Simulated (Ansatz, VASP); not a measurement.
**Bi3S: VASP beside Ansatz**

```
Bi S
1.0
     4.82120    0.00000    0.00000
     0.00000    4.82120    0.00000
     0.00000    0.00000    4.82120
Bi S
3 1
Direct
  0.50000 0.00000 0.50000
  0.00000 0.50000 0.50000
  0.50000 0.50000 0.00000
  0.00000 0.00000 0.00000
```

Change from the starting cell: species swapped into the GdIn3 type (Pm-3m, No. 221).

Alike in both runs: task single point; functional PBE; k mesh 4 × 4 × 4; occupations gaussian, width 0.1 eV; no spin polarisation.

```csv
,VASP,Ansatz
version,VASP 6.6.1,Ansatz 0.2.0
potentials or method,"VASP PAW PBE potentials, release 64 (Bi_d, S), cutoff 520 eV","scalar-relativistic, plane waves, PAW"
valence electrons in the cell,51,51
```

```csv
,VASP,Ansatz,Ansatz less VASP
gap on the k mesh at the Fermi level (eV),none,none,-
pressure (GPa),0.2,0.2,+0.05
```

A gap of «none» marks a metal or a gap that the smearing closes.

Spin-orbit coupling is off throughout.
